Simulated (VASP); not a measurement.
# MoS2 (R-3m) in VASP: single point with PBE

Aim: the single point of MoS2 with PBE.

Everything below comes from runs of VASP 6.6.1. Logs are shortened: lines on timing, memory, paths and dates and some standing lists are left out, and cuts for length are marked.

### Step 1. The cell of the first run

It takes space group R-3m (No. 166, trigonal). Conventional cell: a = 3.171 Å, b = 3.171 Å, c = 18.345 Å, α = 90.00°, β = 90.00°, γ = 120.00°. Within 3.2 Å of Mo (site symmetry -3m) lie 6 S at 2.39 Å and 6 Mo at 3.17 Å. S (site symmetry 3m) has 3 Mo at 2.39 Å and 6 S at 3.17 Å within 3.2 Å.

### Step 2. Single point, PBE

File INCAR:

```
SYSTEM = MoS2
ALGO = Normal
EDIFF = 1E-7
ENCUT = 520
GGA = PE
ISIF = 2
ISMEAR = 1
LASPH = .TRUE.
LCHARG = .FALSE.
LREAL = .FALSE.
LWAVE = .FALSE.
NBANDS = 20
NELM = 60
PREC = Accurate
SIGMA = 0.05
```

File KPOINTS:

```
k-points
0
G
  5 5 5
  0 0 0
```

File POSCAR:

```
MoS2
1.0
    6.3831760000      0.0000000000      0.0000000000
    5.5955395603      3.0716238175      0.0000000000
    5.5955395603      1.4348276740      2.7159054516
Mo S
1 2
Direct
    0.0000000000      0.0000000000      0.0000000000
    0.7500000000      0.7500000000      0.7500000000
    0.2500000000      0.2500000000      0.2500000000
```

Potentials or basis: VASP PAW PBE potentials, release 64 (Mo_sv, S).

Started as:

```bash
$ cat potpaw_PBE.64/Mo_sv/POTCAR potpaw_PBE.64/S/POTCAR > POTCAR
$ mpirun -np 1 vasp_std > vasp.out
```

OUTCAR:

```text
SYSTEM = MoS2
   EDIFF = 1E-7
   ENCUT = 520
   GGA = PE
   ISIF = 2
   ISMEAR = 1
   LASPH = .TRUE.
   LREAL = .FALSE.
   NELM = 60
   PREC = Accurate

 ion  position               nearest neighbor table
   1  0.000  0.000  0.000-   2 2.39   3 2.39   3 2.39   2 2.39   3 2.39   2 2.39
   2  0.750  0.750  0.750-   1 2.39   1 2.39   1 2.39
   3  0.250  0.250  0.250-   1 2.39   1 2.39   1 2.39

  LATTYP: Found a trigonal (rhomboedric) cell.
 ALAT       =     6.3831760000
 COS(alpha) =     0.8766074381

  Lattice vectors:

 A1 = (   6.3831760000,   0.0000000000,   0.0000000000)
 A2 = (   5.5955395603,   3.0716238175,   0.0000000000)
 A3 = (   5.5955395603,   1.4348276740,   2.7159054516)

Analysis of symmetry for initial positions (statically):
=====================================================================
 Subroutine PRICEL returns:
 Original cell was already a primitive cell.

 Routine SETGRP: Setting up the symmetry group for a
 trigonal (rhombohedral) supercell.

 Subroutine GETGRP returns: Found 12 space group operations
 (whereof 12 operations were pure point group operations)
 out of a pool of 12 trial point group operations.

The static configuration has the point symmetry D_3d.

Analysis of symmetry for dynamics (positions and initial velocities):
=====================================================================
 Subroutine PRICEL returns:
 Original cell was already a primitive cell.

 Routine SETGRP: Setting up the symmetry group for a
 trigonal (rhombohedral) supercell.

 Subroutine GETGRP returns: Found 12 space group operations
 (whereof 12 operations were pure point group operations)
 out of a pool of 12 trial point group operations.

The dynamic configuration has the point symmetry D_3d.

 Subroutine INISYM returns: Found 12 space group operations
 (whereof 12 operations are pure point group operations),
 and found     1 'primitive' translations

----------------------------------------------------------------------------------------

                                     Primitive cell

  volume of cell :      53.2500

  direct lattice vectors                    reciprocal lattice vectors
     6.383176000  0.000000000  0.000000000     0.156661825 -0.285388931 -0.171995495
     5.595539560  3.071623817  0.000000000     0.000000000  0.325560700 -0.171995495
     5.595539560  1.434827674  2.715905452     0.000000000  0.000000000  0.368201330
[... 77 lines left out ...]
   LASPH  =      T    aspherical Exc in radial PAW
   ENCUT  =  520.0 eV  38.22 Ry    6.18 a.u.  11.87 11.87 11.87*2*pi/ulx,y,z
   NELM   =     60;   NELMIN=  2; NELMDL= -5     # of ELM steps
   EDIFF  = 0.1E-06   stopping-criterion for ELM
   LREAL  =      F    real-space projection
   EDIFFG = 0.1E-05   stopping-criterion for IOM
   NSW    =      0    number of steps for IOM
   IBRION =     -1    ionic relax: 0-MD 1-quasi-New 2-CG
   NFREE  =      0    steps in history (QN), initial steepest desc. (CG)
   ISIF   =      2    stress and relaxation
   ISYM   =      2    0-nonsym 1-usesym 2-fastsym
   POTIM  = 0.5000    time-step for ionic-motion
   TEBEG  =    0.0;   TEEND  =   0.0 temperature during run
   PSTRESS=    0.0 pullay stress
   NELECT =      26.0000    total number of electrons
   NUPDOWN=      -1.0000    fix difference up-down
   EMIN   =  10.00;   EMAX   =-10.00  energy-range for DOS
   EFERMI =   0.00;   METHOD = LEGACY
   ISMEAR =     1;   SIGMA  =   0.05  broadening in eV -4-tet -1-fermi 0-gaus
   EFERMI_NEDOS =   21; number of points for ismear=-14 and -15
   IALGO  =     38    algorithm
   IMIX   =      4    mixing-type and parameters
     AMIX     =   0.40;   BMIX     =  1.00
     AMIX_MAG =   1.60;   BMIX_MAG =  1.00
  volume/ion in A,a.u.               =      17.75       119.78
  Fermi-wavevector in a.u.,A,eV,Ry     =   1.289118  2.436080 22.610516  1.661826
  Thomas-Fermi vector in A             =   2.421031
   LORBIT       =      0    0 simple, 1 ext, 2 COOP (PROOUT), +10 PAW based schemes
   GGA     = PE    functional components
   LHFCALC =     F    Hartree Fock is set to
   AEXX    =    0.0000 exact exchange contribution
   IVDW    =     0    specifies the selected vdW correction
   LEPSILON=     F    determine dielectric tensor
   LRPA    =     F    only Hartree local field effects (RPA)
 non-spin polarized calculation
 Methfessel and Paxton  Order N= 1 SIGMA  =   0.05
  energy-cutoff  :      520.00
  volume of cell :       53.25
 maximum number of plane-waves:      1452
   NGX = 23   NGY = 23   NGZ = 23

 number of electron      25.9999998 magnetization

 Free energy of the ion-electron system (eV)
  ---------------------------------------------------
  ext. energy  EPLUGINS =         0.00000000
  ---------------------------------------------------
  free energy    TOTEN  =       -20.91237893 eV

  energy without entropy =      -20.91134656  energy(sigma->0) =      -20.91203481

 E-fermi :   7.4766     XC(G=0): -10.8255

 val. band max:        7.4685406008   @ k =  -0.4000   0.2000   0.0000
 cond. band min:       7.4781431487   @ k =   0.2000   0.2000   0.2000
 fundamental gap:      0.0096025479
 Fermi energy:         7.4765841484

 k-point     1 :       0.0000    0.0000    0.0000
  band No.  band energies     occupation
      1     -53.9574      2.00000
      2     -28.0407      2.00000
      3     -27.9517      2.00000
      4     -27.9517      2.00000
      5      -7.4072      2.00000
      6      -5.7783      2.00000
[... 426 lines left out ...]
     19      16.0252      0.00000
     20      16.3917      0.00000

------------------------ aborting loop because EDIFF is reached ----------------------------------------

  FORCE on cell =-STRESS in cart. coord.  units (eV):
  Direction    XX          YY          ZZ          XY          YZ          ZX
  --------------------------------------------------------------------------------------
  -------------------------------------------------------------------------------------
  Total        3.0565205      2.3214895      2.2885471      0.2017445      0.0311774      0.1215855
  in kB       91.9641154     69.8486160     68.8574518      6.0700576      0.9380598      3.6582447
  external PRESSURE =      76.8900611 kB  Pullay stress =       0.0000000 kB

 VOLUME and BASIS-vectors are now :
 -----------------------------------------------------------------------------
  energy-cutoff  :      520.00
  volume of cell :       53.25
      direct lattice vectors                 reciprocal lattice vectors
     6.383176000  0.000000000  0.000000000     0.156661825 -0.285388931 -0.171995495
     5.595539560  3.071623817  0.000000000     0.000000000  0.325560700 -0.171995495
     5.595539560  1.434827674  2.715905452     0.000000000  0.000000000  0.368201330

 POSITION                                       TOTAL-FORCE (eV/Angst)
 -----------------------------------------------------------------------------------
      0.00000      0.00000      0.00000        -0.000000     -0.000000      0.000000
     13.18069      3.37984      2.03693         0.850701      0.218140      0.131466
      4.39356      1.12661      0.67898        -0.850701     -0.218140     -0.131466
 -----------------------------------------------------------------------------------
    total drift:                                0.000000      0.000000      0.000000

  FREE ENERGIE OF THE ION-ELECTRON SYSTEM (eV)
  ---------------------------------------------------
  free  energy   TOTEN  =       -20.9123789311 eV

  energy  without entropy=      -20.9113465576  energy(sigma->0) =      -20.91203481
```

It took 60 s on 1 thread of Intel Xeon 6975P-C, shared host; peak memory 0.3 GiB.

What came out:

```yaml
Free_energy: -20.9124 eV
Pressure: 7.7 GPa
Largest_force: 0.888 eV/Å
Band_gap_on_the_k_mesh: zero (band 13 reaches 7.47 eV, above the bottom of band 14 at 7.42 eV)
```

Forces on the atoms (eV/Å):
```
Mo   0.000  0.000  0.000
S    0.851  0.218  0.131
S   -0.851 -0.218 -0.131
```

Caveat: the k points lie up to 0.46 Å⁻¹ apart.
